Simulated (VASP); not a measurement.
# TiC (rocksalt type) (Fm-3m) in VASP: further runs

TiC (rocksalt type) is run at these levels: PBE; tasks: single point, relaxation of cell and atoms.

All numbers are computed with VASP 6.6.1; they aren't measurements. Logs are shortened: lines on timing, memory, paths and dates and some standing lists are left out, and cuts for length are marked.

## Step 1: The cell of the first run

The structure is cubic, space group Fm-3m (No. 225). The conventional cell has a = 4.230 Å, b = 4.230 Å, c = 4.230 Å, α = 90.00°, β = 90.00°, γ = 90.00°. Ti (site symmetry m-3m) has 6 C at 2.11 Å within 2.8 Å. C (site symmetry m-3m) has 6 Ti at 2.11 Å within 2.8 Å.

## Step 2: Single point, PBE

File INCAR:

```
ALGO = Normal ; EDIFF = 1E-6
ENCUT = 520 ; GGA = PE
ISIF = 2 ; ISMEAR = -1
LASPH = True ; LCHARG = True
LELF = True ; LREAL = False
LVHAR = True ; LWAVE = False
NBANDS = 15 ; NELM = 60
PREC = Accurate ; SIGMA = 0.08
```

File KPOINTS:

```
k-points
0
Gamma
  16 16 16
```

File POSCAR:

```
TiC
1.0
    0.0000000000      2.1147521342      2.1147521342
    2.1147521342      0.0000000000      2.1147521342
    2.1147521342      2.1147521342      0.0000000000
Ti C
1 1
Direct
    0.0000000000      0.0000000000      0.0000000000
    0.5000000000      0.5000000000      0.5000000000
```

Potentials or basis: VASP PAW PBE potentials, release 64 (Ti_sv, C).

Started as:

```console
cat potpaw_PBE.64/Ti_sv/POTCAR potpaw_PBE.64/C/POTCAR > POTCAR
mpirun -np 1 vasp_std > vasp.out
```

OUTCAR:

```text
EDIFF = 1E-6
   ENCUT = 520
   GGA = PE
   ISIF = 2
   ISMEAR = -1
   LASPH = True
   LREAL = False
   NELM = 60
   PREC = Accurate

 ion  position               nearest neighbor table
   1  0.000  0.000  0.000-   2 2.11   2 2.11   2 2.11   2 2.11   2 2.11   2 2.11
   2  0.500  0.500  0.500-   1 2.11   1 2.11   1 2.11   1 2.11   1 2.11   1 2.11

  LATTYP: Found a face centered cubic cell.
 ALAT       =     4.2295042684

  Lattice vectors:

 A1 = (   0.0000000000,   2.1147521342,   2.1147521342)
 A2 = (   2.1147521342,   0.0000000000,   2.1147521342)
 A3 = (   2.1147521342,   2.1147521342,   0.0000000000)

Analysis of symmetry for initial positions (statically):
=====================================================================
 Subroutine PRICEL returns:
 Original cell was already a primitive cell.

 Routine SETGRP: Setting up the symmetry group for a
 face centered cubic supercell.

 Subroutine GETGRP returns: Found 48 space group operations
 (whereof 48 operations were pure point group operations)
 out of a pool of 48 trial point group operations.

The static configuration has the point symmetry O_h .

Analysis of symmetry for dynamics (positions and initial velocities):
=====================================================================
 Subroutine PRICEL returns:
 Original cell was already a primitive cell.

 Routine SETGRP: Setting up the symmetry group for a
 face centered cubic supercell.

 Subroutine GETGRP returns: Found 48 space group operations
 (whereof 48 operations were pure point group operations)
 out of a pool of 48 trial point group operations.

The dynamic configuration has the point symmetry O_h .

 Subroutine INISYM returns: Found 48 space group operations
 (whereof 48 operations are pure point group operations),
 and found     1 'primitive' translations

----------------------------------------------------------------------------------------

                                     Primitive cell

  volume of cell :      18.9151

  direct lattice vectors                    reciprocal lattice vectors
     0.000000000  2.114752134  2.114752134    -0.236434328  0.236434328  0.236434328
     2.114752134  0.000000000  2.114752134     0.236434328 -0.236434328  0.236434328
     2.114752134  2.114752134  0.000000000     0.236434328  0.236434328 -0.236434328

  length of vectors
     2.990711149  2.990711149  2.990711149     0.409516269  0.409516269  0.409516269

  position of ions in fractional coordinates (direct lattice)
     0.000000000  0.000000000  0.000000000
     0.500000000  0.500000000  0.500000000

  ion indices of the primitive-cell ions
   primitive index   ion index
                 1           1
                 2           2

----------------------------------------------------------------------------------------

 KPOINTS: k-points

Automatic generation of k-mesh.
 Grid dimensions read from file:
 generate k-points for:   16   16   16

 Generating k-lattice:

  Cartesian coordinates                     Fractional coordinates (reciprocal lattice)
    -0.014777146  0.014777146  0.014777146     0.062500000  0.000000000  0.000000000
     0.014777146 -0.014777146  0.014777146     0.000000000  0.062500000  0.000000000
     0.014777146  0.014777146 -0.014777146     0.000000000  0.000000000  0.062500000

  Length of vectors
     0.025594767  0.025594767  0.025594767

  Shift w.r.t. Gamma in fractional coordinates (k-lattice)
     0.000000000  0.000000000  0.000000000

 Subroutine IBZKPT returns following result:
 ===========================================

 Found    145 irreducible k-points:

 Following reciprocal coordinates:
            Coordinates               Weight
  0.000000  0.000000  0.000000      1.000000
  0.062500  0.000000  0.000000      8.000000
  0.125000  0.000000  0.000000      8.000000
  0.187500  0.000000  0.000000      8.000000
  0.250000  0.000000  0.000000      8.000000
  0.312500  0.000000  0.000000      8.000000
[... 16 lines left out ...]
 -0.125000  0.062500  0.000000     24.000000
 -0.062500  0.062500  0.000000     12.000000
 [... further k-points ...]
   k-points           NKPTS =    145   k-points in BZ     NKDIM =    145   number of bands    NBANDS=     15
   number of dos      NEDOS =    301   number of ions     NIONS =      2
   total plane-waves  NPLWV =  13824
   dimension x,y,z NGX =    24 NGY =   24 NGZ =   24
   dimension x,y,z NGXF=    48 NGYF=   48 NGZF=   48
   ions per type =               1   1
   NGX,Y,Z   is equivalent  to a cutoff of  13.34, 13.34, 13.34 a.u.
   NGXF,Y,Z  is equivalent  to a cutoff of  26.68, 26.68, 26.68 a.u.
 SYSTEM =  unknown system
   PREC   = accura    normal or accurate (medium, high low for compatibility)
   ISTART =      0    job   : 0-new  1-cont  2-samecut
   ICHARG =      2    charge: 1-file 2-atom 10-const
   ISPIN  =      1    spin polarized calculation?
   LNONCOLLINEAR =      F non collinear calculations
   LSORBIT =      F    spin-orbit coupling
   LASPH  =      T    aspherical Exc in radial PAW
   ENCUT  =  520.0 eV  38.22 Ry    6.18 a.u.   5.56  5.56  5.56*2*pi/ulx,y,z
   NELM   =     60;   NELMIN=  2; NELMDL= -5     # of ELM steps
   EDIFF  = 0.1E-05   stopping-criterion for ELM
   LREAL  =      F    real-space projection
   EDIFFG = 0.1E-04   stopping-criterion for IOM
   NSW    =      0    number of steps for IOM
   IBRION =     -1    ionic relax: 0-MD 1-quasi-New 2-CG
   NFREE  =      0    steps in history (QN), initial steepest desc. (CG)
   ISIF   =      2    stress and relaxation
   ISYM   =      2    0-nonsym 1-usesym 2-fastsym
   POTIM  = 0.5000    time-step for ionic-motion
   TEBEG  =    0.0;   TEEND  =   0.0 temperature during run
   PSTRESS=    0.0 pullay stress
   NELECT =      16.0000    total number of electrons
   NUPDOWN=      -1.0000    fix difference up-down
   EMIN   =  10.00;   EMAX   =-10.00  energy-range for DOS
   EFERMI =   0.00;   METHOD = LEGACY
   ISMEAR =    -1;   SIGMA  =   0.08  broadening in eV -4-tet -1-fermi 0-gaus
   EFERMI_NEDOS =   21; number of points for ismear=-14 and -15
   IALGO  =     38    algorithm
   IMIX   =      4    mixing-type and parameters
     AMIX     =   0.40;   BMIX     =  1.00
     AMIX_MAG =   1.60;   BMIX_MAG =  1.00
  volume/ion in A,a.u.               =       9.46        63.82
  Fermi-wavevector in a.u.,A,eV,Ry     =   1.548265  2.925797 32.614868  2.397125
  Thomas-Fermi vector in A             =   2.653240
   LORBIT       =      0    0 simple, 1 ext, 2 COOP (PROOUT), +10 PAW based schemes
   GGA     = PE    functional components
   LHFCALC =     F    Hartree Fock is set to
   AEXX    =    0.0000 exact exchange contribution
   IVDW    =     0    specifies the selected vdW correction
   LEPSILON=     F    determine dielectric tensor
   LRPA    =     F    only Hartree local field effects (RPA)
 non-spin polarized calculation
  energy-cutoff  :      520.00
  volume of cell :       18.92
 maximum number of plane-waves:       531
 NGX is ok and might be reduce to    24
   NGX = 11   NGY = 11   NGZ = 11

 number of electron      16.0000000 magnetization

 Free energy of the ion-electron system (eV)
  ---------------------------------------------------
  ext. energy  EPLUGINS =         0.00000000
  ---------------------------------------------------
  free energy    TOTEN  =       -18.62193772 eV

  energy without entropy =      -18.61551901  energy(sigma->0) =      -18.61872836

 E-fermi :  10.2734     XC(G=0): -13.0722

 val. band max:       10.2596284062   @ k =   0.1250   0.0625   0.0000
 cond. band min:      10.3036182865   @ k =   0.5000   0.5000   0.0000
 fundamental gap:      0.0439898803
 Fermi energy:        10.2734202167

 k-point     1 :       0.0000    0.0000    0.0000
  band No.  band energies     occupation
      1     -46.1075      2.00000
      2     -22.0880      2.00000
      3     -22.0880      2.00000
      4     -22.0880      2.00000
      5      -2.4552      2.00000
      6      10.9908      0.00026
      7      10.9908      0.00026
      8      10.9908      0.00026
      9      12.0441      0.00000
     10      12.0441      0.00000
     11      12.0441      0.00000
     12      12.1426      0.00000
     13      12.1426      0.00000
     14      21.8386      0.00000
     15      24.5920      0.00000

 k-point     2 :       0.0625    0.0000    0.0000
  band No.  band energies     occupation
      1     -46.1038      2.00000
      2     -22.1138      2.00000
      3     -22.0903      2.00000
      4     -22.0903      2.00000
      5      -2.3582      2.00000
      6      10.5141      0.09412
      7      10.7720      0.00392
      8      10.7720      0.00392
      9      11.3662      0.00000
     10      11.3662      0.00000
     11      12.3162      0.00000
     12      13.1828      0.00000
     13      13.1828      0.00000
     14      21.9927      0.00000
     15      24.6639      0.00000

 k-point     3 :       0.1250    0.0000    0.0000
  band No.  band energies     occupation
      1     -46.0930      2.00000
      2     -22.1865      2.00000
      3     -22.0969      2.00000
      4     -22.0969      2.00000
      5      -2.0736      2.00000
      6       9.5887      1.99962
      7       9.9499      1.96556
      8       9.9499      1.96556
      9      11.4537      0.00000
     10      11.4537      0.00000
     11      12.6921      0.00000
     12      14.3350      0.00000
     13      14.3350      0.00000
     14      22.3579      0.00000
     15      24.7864      0.00000
[... 343 lines left out ...]
 k-point    23 :      -0.1250    0.0625    0.0000
  band No.  band energies     occupation
      1     -46.0850      2.00000
      2     -22.2287      2.00000
      3     -22.1207      2.00000
      4     -22.0933      2.00000
      5      -1.8621      2.00000
      6       9.0807      2.00000
      7       9.3994      1.99996
      8       9.6199      1.99943
      9      11.3307      0.00000
     10      11.9448      0.00000
     11      13.0229      0.00000
     12      14.1919      0.00000
     13      15.3842      0.00000
     14      22.6001      0.00000
     15      24.8289      0.00000

 k-point    24 :      -0.0625    0.0625    0.0000
  band No.  band energies     occupation
      1     -46.0976      2.00000
      2     -22.1492      2.00000
      3     -22.1047      2.00000
      4     -22.0893      2.00000
      5      -2.1996      2.00000
      6      10.0307      1.90821
      7      10.2149      1.35019
      8      10.2248      1.29462
      9      11.1130      0.00006
     10      11.7587      0.00000
     11      12.6855      0.00000
     12      13.3359      0.00000
     13      14.2511      0.00000
     14      22.2287      0.00000
     15      24.7526      0.00000

 [... further k-points ...]
[... 5 lines left out ...]
  --------------------------------------------------------------------------------------
  -------------------------------------------------------------------------------------
  Total        2.5009613      2.5009613      2.5009613     -0.0000000      0.0000000     -0.0000000
  in kB      211.8405740    211.8405740    211.8405740     -0.0000000      0.0000000     -0.0000000
  external PRESSURE =     211.8405740 kB  Pullay stress =       0.0000000 kB

 VOLUME and BASIS-vectors are now :
 -----------------------------------------------------------------------------
  energy-cutoff  :      520.00
  volume of cell :       18.92
      direct lattice vectors                 reciprocal lattice vectors
     0.000000000  2.114752134  2.114752134    -0.236434328  0.236434328  0.236434328
     2.114752134  0.000000000  2.114752134     0.236434328 -0.236434328  0.236434328
     2.114752134  2.114752134  0.000000000     0.236434328  0.236434328 -0.236434328

 POSITION                                       TOTAL-FORCE (eV/Angst)
 -----------------------------------------------------------------------------------
      0.00000      0.00000      0.00000         0.000000      0.000000     -0.000000
      2.11475      2.11475      2.11475         0.000000      0.000000      0.000000
 -----------------------------------------------------------------------------------
    total drift:                                0.000000     -0.000000     -0.000000

  FREE ENERGIE OF THE ION-ELECTRON SYSTEM (eV)
  ---------------------------------------------------
  free  energy   TOTEN  =       -18.6219377233 eV

  energy  without entropy=      -18.6155190054  energy(sigma->0) =      -18.61872836
```

It took 20 s on 1 thread of Intel Xeon Platinum 8488C (Sapphire Rapids), shared host; peak memory 0.17 GiB.

What came out:

- Free energy: -18.6219 eV
- Pressure: 21.2 GPa
- Band gap on the k mesh: zero (band 8 reaches 10.99 eV, above the bottom of band 9 at 9.85 eV)

## Step 3: Single point, PBE

File INCAR:

```
SYSTEM = TiC
PREC     = Accurate       ! precision mode
ENCUT    = 520            ! plane-wave cutoff, eV
EDIFF    = 1E-6           ! SCF threshold, eV
ISMEAR   = -1             ! smearing method
SIGMA    = 0.08           ! smearing width, eV
LREAL    = .FALSE.        ! projectors in reciprocal space
LASPH    = .TRUE.         ! aspherical terms in the spheres
NELM     = 80             ! most SCF steps
ALGO     = Normal         ! electronic algorithm
ISIF     = 2              ! what is computed and relaxed
LWAVE    = .FALSE.        ! write WAVECAR
LCHARG   = .FALSE.        ! write CHGCAR
GGA      = PE             ! functional
NBANDS   = 15             ! bands
```

File KPOINTS:

```
Automatic mesh
0
G
  16 16 16
  0 0 0
```

POSCAR is that of step 2.

Potentials or basis: VASP PAW PBE potentials, release 64 (Ti_sv, C).

Started as:

```console
cat potpaw_PBE.64/Ti_sv/POTCAR potpaw_PBE.64/C/POTCAR > POTCAR
mpirun -np 1 vasp_std > vasp.out
```

Run time: 19 s. Hardware: 1 thread of Intel Xeon Platinum 8488C (Sapphire Rapids), shared host; peak memory 0.16 GiB.

The run converged. Its results:

```
Free energy            : -18.6219 eV
Pressure               : 21.2 GPa
Band gap on the k mesh : zero (band 8 reaches 10.99 eV, above the bottom of band 9 at 9.85 eV)
```

Levels at points of the mesh, in eV from the Fermi level:
```
           k point  band 4  band 5  band 6  band 7  band 8  band 9  band 10  band 11  band 12  band 13
(0.00, 0.00, 0.00)  -32.36  -12.73    0.72    0.72    0.72    1.77     1.77     1.77     1.87     1.87
(0.50, 0.00, 0.00)  -32.42   -8.89   -6.17   -3.13   -3.13    3.21     3.21     4.52     8.62     8.87
(0.50, 0.50, 0.00)  -32.58  -10.40   -3.47   -1.84    0.03    0.03     2.98     3.88     3.88     6.50
```

## Step 4: Single point, PBE

This run uses another cell than the first one, of 10.17 Å³/atom, 1.075 times its volume.

File INCAR:

```
  PREC = Accurate
  ENCUT = 520
  EDIFF = 1E-7
  ISMEAR = -1
  SIGMA = 0.08
  LREAL = F
  LASPH = T
  NELM = 100
  ALGO = Normal
  ISIF = 2
  LWAVE = F
  LCHARG = F
  GGA = PE
  NBANDS = 15
```

File KPOINTS:

```
regular mesh
0
Gamma
  16 16 16
```

File POSCAR:

```
TiC
1.0
    0.0000000000      2.1663882048      2.1663882048
    2.1663882048      0.0000000000      2.1663882048
    2.1663882048      2.1663882048      0.0000000000
Ti C
1 1
Direct
    0.0000000000      0.0000000000      0.0000000000
    0.5000000000      0.5000000000      0.5000000000
```

Started as:

```console
cat potpaw_PBE.64/Ti_sv/POTCAR potpaw_PBE.64/C/POTCAR > POTCAR
mpirun -np 1 vasp_std > vasp.out
```

It took 22 s on 1 thread of Intel Xeon Platinum 8488C (Sapphire Rapids), shared host; peak memory 0.17 GiB.

It converged, with:

| Property | Result |
| --- | --- |
| Free energy | -18.7122 eV |
| Pressure | 0.3 GPa |
| Band gap on the k mesh | zero (band 8 reaches 10.09 eV, above the bottom of band 9 at 9.00 eV) |

Levels at points of the mesh, in eV from the Fermi level:
| k point | band 4 | band 5 | band 6 | band 7 | band 8 | band 9 | band 10 | band 11 | band 12 | band 13 |
| --- | --- | --- | --- | --- | --- | --- | --- | --- | --- | --- |
| (0.00, 0.00, 0.00) | -32.61 | -12.39 | 0.70 | 0.70 | 0.70 | 1.68 | 1.68 | 1.68 | 1.71 | 1.71 |
| (0.50, 0.00, 0.00) | -32.66 | -8.92 | -5.83 | -2.89 | -2.89 | 2.91 | 2.91 | 4.09 | 8.15 | 8.15 |
| (0.50, 0.50, 0.00) | -32.78 | -10.11 | -3.43 | -1.61 | -0.03 | -0.03 | 2.71 | 3.51 | 3.51 | 5.79 |

## Step 5: Relaxation of cell and atoms, PBE, target pressure 21 GPa, at which the enthalpy is minimised

File INCAR:

```
PREC = Accurate ; ENCUT = 600
EDIFF = 1E-6 ; ISMEAR = -1
SIGMA = 0.08 ; LREAL = False
LASPH = True ; NELM = 60
ALGO = Normal ; ISIF = 3
LWAVE = False ; LCHARG = False
GGA = PE ; IBRION = 2
NSW = 60 ; EDIFFG = -0.005
PSTRESS = 210.0
```

File KPOINTS:

```
Automatic mesh
0
Gamma
  16 16 16
```

File POSCAR:

```
TiC
1.0
    0.0000000000      2.1146115433      2.1146115433
    2.1146115433      0.0000000000      2.1146115433
    2.1146115433      2.1146115433      0.0000000000
Ti C
1 1
Direct
    0.0000000000      0.0000000000      0.0000000000
    0.5000000000      0.5000000000      0.5000000000
```

Started as:

```console
cat potpaw_PBE.64/Ti_sv/POTCAR potpaw_PBE.64/C/POTCAR > POTCAR
mpirun -np 1 vasp_std > vasp.out
```

Wall time 48 s (1 thread of Intel Xeon Platinum 8488C (Sapphire Rapids), shared host); peak memory 0.17 GiB.

Results (log left out):

* Free energy: -18.6224 eV
* Relaxed volume: 9.46 Å³/atom
* Relaxed cell: a = 2.991 Å, b = 2.991 Å, c = 2.991 Å, α = 60.00°, β = 60.00°, γ = 60.00°
* Space group after relaxing (to 0.05 Å): Fm-3m (No. 225)
* Energy change on relaxing (the enthalpy is what falls): -0.3 meV/atom
* Ionic steps: 4
* Pressure after relaxing: 20.9 GPa
* Band gap on the k mesh: zero (band 8 reaches 10.99 eV, above the bottom of band 9 at 9.85 eV)

The path:
| step | energy change (eV) | largest force (eV/Å) | pressure (GPa) | volume (Å³) |
| --- | --- | --- | --- | --- |
| 1 | 0.0000 | 0.0000 | 21.10 | 18.91 |
| 2 | -0.0022 | 0.0000 | 20.88 | 18.93 |
| 3 | -0.0010 | 0.0000 | 20.91 | 18.92 |
| 4 | -0.0005 | 0.0000 | 20.92 | 18.92 |

Final structure:
```yaml
crystal:
  lattice:
    - [0.00000, 2.11476, 2.11476]
    - [2.11476, 0.00000, 2.11476]
    - [2.11476, 2.11476, 0.00000]
  atoms:
    - { symbol: Ti, position: [0.00000, 0.00000, 0.00000] }
    - { symbol: C, position: [0.50000, 0.50000, 0.50000] }
```

Levels at points of the mesh, in eV from the Fermi level:
```csv
k point,band 6,band 7,band 8,band 9,band 10,band 11
"(0.00, 0.00, 0.00)",0.72,0.72,0.72,1.77,1.77,1.77
"(0.50, 0.00, 0.00)",-6.17,-3.13,-3.13,3.21,3.21,4.52
"(0.50, 0.50, 0.00)",-3.47,-1.84,0.03,0.03,2.98,3.88
```

Caveat: the cell is relaxed towards a set pressure, so the enthalpy falls and the energy may rise.

## Step 6: The runs side by side

```csv
task,cell,cutoff (eV),gap on the mesh (eV),pressure (GPa)
single point,"a = 2.991 Å, angles 60.0°, 2 atoms",520,none,21.2
single point,"a = 3.064 Å, angles 60.0°, 2 atoms",520,none,0.3
relaxation of cell and atoms,"relaxed to 21 GPa from a = 2.991 Å, angles 60.0°, 2 atoms",600,none,20.9
```

Alike in all rows: level PBE; potentials or basis VASP PAW PBE potentials, release 64 (Ti_sv, C); no spin polarisation; k mesh 16 × 16 × 16; smearing fermi-dirac 0.08 eV.

Caveats: the cell is relaxed towards a set pressure, so the enthalpy falls and the energy may rise (some runs).

Total energies depend on the potentials used, so only differences within one code and one set of settings carry meaning.
